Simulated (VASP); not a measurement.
A run of VASP 6.6.1 is set up as follows.

The input INCAR:

```
SYSTEM = Tl
  PREC = Accurate
  ENCUT = 520
  EDIFF = 1E-6
  ISMEAR = 0
  SIGMA = 0.1
  LREAL = .False.
  LASPH = .True.
  NELM = 60
  ALGO = Fast
  ISIF = 2
  LWAVE = .False.
  LCHARG = .False.
  GGA = CA
  NBANDS = 20
```

The input KPOINTS:

```
Automatic mesh
0
Gamma
  15 15 8
  0 0 0
```

POSCAR

```
Tl
1.0
    3.4505372168      0.0000000000      0.0000000000
   -1.7252686084      2.9882528864      0.0000000000
    0.0000000000      0.0000000000      5.3030052104
Tl
2
Direct
    0.3333333333      0.6666666667      0.2500000000
    0.6666666667      0.3333333333      0.7500000000
```

Potentials or basis: VASP PAW LDA potentials, release 64 (Tl_d).

Launch:

```bash
$ cat potpaw_LDA.64/Tl_d/POTCAR > POTCAR
$ mpirun -np 1 vasp_std > vasp.out
```

(1) What does it give for the band gap on the k mesh?

(2) Estimate the pressure.

## Answers

(1) zero (band 13 reaches 10.93 eV, above the bottom of band 14 at 4.41 eV).

(2) 0.1 GPa.

Caveat: spin-orbit coupling is left out, which moves the levels of the heavy elements.
